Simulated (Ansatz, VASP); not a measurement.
Rh in VASP and in Ansatz

```
CELL_PARAMETERS angstrom
2.76692 0.00000 0.00000
-1.38346 2.39622 0.00000
0.00000 0.00000 4.48677
ATOMIC_POSITIONS crystal
Rh 0.66667 0.33333 0.75000
Rh 0.33333 0.66667 0.25000
```

Alike in both runs: task single point; functional PBE; k mesh 10 × 10 × 5; occupations fermi-dirac, width 0.1 eV; no spin polarisation.

|  | VASP | Ansatz |
| --- | --- | --- |
| version | VASP 6.6.1 | Ansatz 0.2.0 |
| potentials or method | VASP PAW PBE potentials, release 64 (Rh_pv), cutoff 520 eV | plane waves, PAW |
| valence electrons in the cell | 30 | 34 |

Ansatz gave:

| Quantity | Value |
| --- | --- |
| pressure (GPa) | -11.3 |
| traceless stress, the component that is largest in VASP (GPa) | -0.28 |

Question: What did VASP give for the same quantities?

Answer: Pressure (GPa): -11.2; traceless stress, the component that is largest in VASP (GPa): -0.28.

With one functional, cell and mesh, what is left measures potentials, basis and numerics. VASP's potentials hold 30 valence electrons a cell and Ansatz's 34, so a difference there can come from the potentials and not from the codes.
